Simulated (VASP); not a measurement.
Runs of VASP 6.6.1 on Si3O2. The structure is that of space group P-4m2 (No. 115), or close to it. The cells are those of the table. 

```csv
task,cell,k mesh,cutoff (eV),gap on the mesh (eV),pressure (GPa),largest force (eV/Å)
relaxation of cell and atoms,"relaxed from a = 3.497, b = 3.497, c = 5.707 Å, 5 atoms",6 × 6 × 4,600,none,0.3,0.03
single point,"a = 4.354, b = 4.354, c = 3.602 Å, 5 atoms",4 × 4 × 6,520,none,35.2,26.41
relaxation of cell and atoms,"relaxed from a = 4.354, b = 4.354, c = 3.602 Å, 5 atoms",4 × 4 × 6,600,none,0.4,0.04
single point,"a = 3.497, b = 3.497, c = 5.707 Å, 5 atoms",6 × 6 × 4,520,none,0.4,0.03
single point,"a = 3.443, b = 3.443, c = 6.211 Å, 5 atoms",10 × 10 × 8,520,none,0.1,(a)
```

Alike in all rows: level PBE; potentials or basis VASP PAW PBE potentials, release 64 (Si, O); no spin polarisation; smearing gaussian 0.1 eV.

Question: Estimate the missing entries.

Answer: (a) 0.01.

Caveats: some runs use coarse meshes; the relaxation stopped at its first step, so nothing moved (some runs); forces of over 1 eV/Å act on the atoms, so gaps and moduli don't describe the material at rest (some runs).

A gap of «none» marks levels without a gap at the run's occupations.
